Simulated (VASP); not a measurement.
# WS2 (R3m) in VASP: notebook, part 2 of 2

VASP 6.6.1. The steps go on from the part before.

## (5) Single point, PBEsol (strained)

The input, INCAR:

```
SYSTEM = WS2
ALGO = Normal
EDIFF = 1E-6
ENCUT = 520
GGA = PS
ISIF = 2
ISMEAR = 0
LASPH = .TRUE.
LCHARG = .TRUE.
LELF = .TRUE.
LREAL = .FALSE.
LVHAR = .TRUE.
LWAVE = .FALSE.
NBANDS = 20
NELM = 100
PREC = Accurate
SIGMA = 0.02
```

The input, KPOINTS:

```
k-points
0
G
  12 12 12
  0 0 0
```

The input, POSCAR:

```
WS2
1.0
    1.5089243472      0.8711778781      5.9822513646
   -1.5089243472      0.8711778781      5.9822513646
    0.0000000000     -1.7423557561      5.9822513646
W S
1 2
Direct
   -0.0004559493     -0.0004559493     -0.0004559493
    0.7524754961      0.7524754961      0.7524754961
    0.5792804532      0.5792804532      0.5792804532
```

Launch:

```console
> cat potpaw_PBE.64/W_sv/POTCAR potpaw_PBE.64/S/POTCAR > POTCAR
> mpirun -np 1 vasp_std > vasp.out
```

Wall time 6.4 min (1 thread of Intel Xeon Platinum 8488C (Sapphire Rapids), shared host); peak memory 0.42 GiB.

Results (log left out):

```
Free energy            : -24.9703 eV
Pressure               : 20.2 GPa
Largest force          : 1.439 eV/Å
Band gap on the k mesh : 0.90 eV (least direct gap 2.45 eV)
```

Forces on the atoms (eV/Å):
```
W    0.000  0.000 -0.222
S    0.000  0.000  1.439
S    0.000  0.000 -1.217
```

Stress tensor (GPa, compression positive):
```
21.73  0.00  0.00
 0.00 21.73  0.00
 0.00  0.00 17.02
```

Levels at points of the mesh, in eV from the valence-band top:
| k point | band 9 | band 10 | band 11 | band 12 | band 13 | band 14 | band 15 | band 16 | band 17 | band 18 |
| --- | --- | --- | --- | --- | --- | --- | --- | --- | --- | --- |
| (0.00, 0.00, 0.00) | -3.57 | -2.13 | -2.13 | -1.81 | -1.56 | 2.62 | 2.62 | 3.02 | 3.02 | 5.54 |
| (0.50, 0.00, 0.00) | -5.80 | -4.32 | -2.78 | -1.90 | -1.51 | 2.81 | 3.00 | 3.99 | 4.28 | 4.98 |
| (0.50, 0.50, 0.00) | -5.44 | -4.22 | -3.57 | -1.79 | -1.61 | 2.95 | 3.02 | 3.60 | 5.01 | 5.46 |
| (0.50, 0.50, 0.50) | -3.59 | -3.59 | -2.09 | -2.09 | 0.00 | 2.76 | 2.76 | 2.81 | 2.81 | 5.58 |

Caveat: the cell differs from its parent crystal (strained); the cell stands under pressure; the PAW data sets were made with another functional, which shifts forces and pressure a little; spin-orbit coupling is left out, which moves the levels of the heavy elements.

## (6) Single point, PBEsol (strained and its atoms moved)

The input, INCAR:

```
PREC = Accurate ; ENCUT = 520
EDIFF = 1E-6 ; ISMEAR = 0
SIGMA = 0.02 ; LREAL = False
LASPH = True ; NELM = 100
ALGO = Normal ; ISIF = 2
LWAVE = False ; LCHARG = False
GGA = PS ; NBANDS = 20
```

The input, KPOINTS:

```
Automatic mesh
0
Gamma
  12 12 12
```

The input, POSCAR:

```
WS2
1.0
    1.5078506270      0.8705579654      6.4403100502
   -1.5078506270      0.8705579654      6.4403100502
    0.0000000000     -1.7411159307      6.4403100502
W S
1 2
Direct
   -0.0014781906     -0.0014781906     -0.0014781906
    0.7575380408      0.7575380408      0.7575380408
    0.5752401498      0.5752401498      0.5752401498
```

Potentials or basis: VASP PAW PBE potentials, release 64 (W_sv, S).

Launch:

```console
> cat potpaw_PBE.64/W_sv/POTCAR potpaw_PBE.64/S/POTCAR > POTCAR
> mpirun -np 1 vasp_std > vasp.out
```

OUTCAR:

```text
PREC = Accurate
   ENCUT = 520
   EDIFF = 1E-6
   ISMEAR = 0
   LREAL = False
   LASPH = True
   NELM = 100
   ISIF = 2
   GGA = PS

 ion  position               nearest neighbor table
   1  0.999  0.999  0.999-   3 2.46   3 2.46   3 2.46   2 2.49   2 2.49   2 2.49
   2  0.758  0.758  0.758-   1 2.49   1 2.49   1 2.49
   3  0.575  0.575  0.575-   1 2.46   1 2.46   1 2.46

  LATTYP: Found a trigonal (rhomboedric) cell.
 ALAT       =     6.6715124393
 COS(alpha) =     0.8978359650

  Lattice vectors:
[... 744 lines left out ...]

  FORCE on cell =-STRESS in cart. coord.  units (eV):
  Direction    XX          YY          ZZ          XY          YZ          ZX
  --------------------------------------------------------------------------------------
  -------------------------------------------------------------------------------------
  Total        1.8120840      1.8120840     -8.3350736      0.0000000     -0.0000000      0.0000000
  in kB       57.2367358     57.2367358   -263.2727942      0.0000000     -0.0000000      0.0000000
  external PRESSURE =     -49.5997742 kB  Pullay stress =       0.0000000 kB

 VOLUME and BASIS-vectors are now :
 -----------------------------------------------------------------------------
  energy-cutoff  :      520.00
  volume of cell :       50.72
      direct lattice vectors                 reciprocal lattice vectors
     1.507850627  0.870557965  6.440310050     0.331597833  0.191448098  0.051757343
    -1.507850627  0.870557965  6.440310050    -0.331597833  0.191448098  0.051757343
     0.000000000 -1.741115931  6.440310050     0.000000000 -0.382896196  0.051757343

 POSITION                                       TOTAL-FORCE (eV/Angst)
 -----------------------------------------------------------------------------------
      0.00000      0.00000     19.29237         0.000000      0.000000      0.576555
      0.00000      0.00000     14.63634         0.000000     -0.000000     -2.791170
      0.00000      0.00000     11.11417         0.000000      0.000000      2.214615
 -----------------------------------------------------------------------------------
    total drift:                                0.000000      0.000000      0.000067

  FREE ENERGIE OF THE ION-ELECTRON SYSTEM (eV)
  ---------------------------------------------------
  free  energy   TOTEN  =       -24.6891631874 eV

  energy  without entropy=      -24.6891631874  energy(sigma->0) =      -24.68916319
```

It took 11 min on 1 thread of Intel Xeon Platinum 8488C (Sapphire Rapids), shared host; peak memory 0.46 GiB.

Results:

```yaml
Free_energy: -24.6892 eV
Pressure: -5.0 GPa
Largest_force: 2.791 eV/Å
Band_gap_on_the_k_mesh: 0.83 eV (least direct gap 1.46 eV)
```

Forces on the atoms (eV/Å):
```
W    0.000  0.000  0.577
S    0.000  0.000 -2.791
S    0.000  0.000  2.215
```

Caveat: the cell differs from its parent crystal (strained and its atoms moved); the cell stands under tension; the PAW data sets were made with another functional, which shifts forces and pressure a little; spin-orbit coupling is left out, which moves the levels of the heavy elements.

## (7) Summary

```tsv
cell	gap on the mesh (eV)	pressure (GPa)	largest force (eV/Å)
a = 6.200 Å, angles 28.9°, 3 atoms, atomic positions A	none	28.3	10.89
a = 6.206 Å, angles 30.9°, 3 atoms, atomic positions B	none	26.7	9.52
a = 6.341 Å, angles 30.9°, 3 atoms, atomic positions C	-	-11.6	1.03
a = 6.231 Å, angles 28.0°, 3 atoms, atomic positions D	0.90	20.2	1.44
a = 6.672 Å, angles 26.1°, 3 atoms, atomic positions E	0.83	-5.0	2.79
```

Alike in all rows: task single point; level PBEsol; potentials or basis VASP PAW PBE potentials, release 64 (W_sv, S); no spin polarisation; k mesh 12 × 12 × 12; cutoff (eV) 520; smearing gaussian 0.02 eV.

Caveats: the PAW data sets were made with another functional, which shifts forces and pressure a little; spin-orbit coupling is left out, which moves the levels of the heavy elements; the cell stands under pressure (at least some runs); the cell stands under tension (at least some runs).

Total energies depend on the potentials used, so only differences within one code and one set of settings carry meaning.
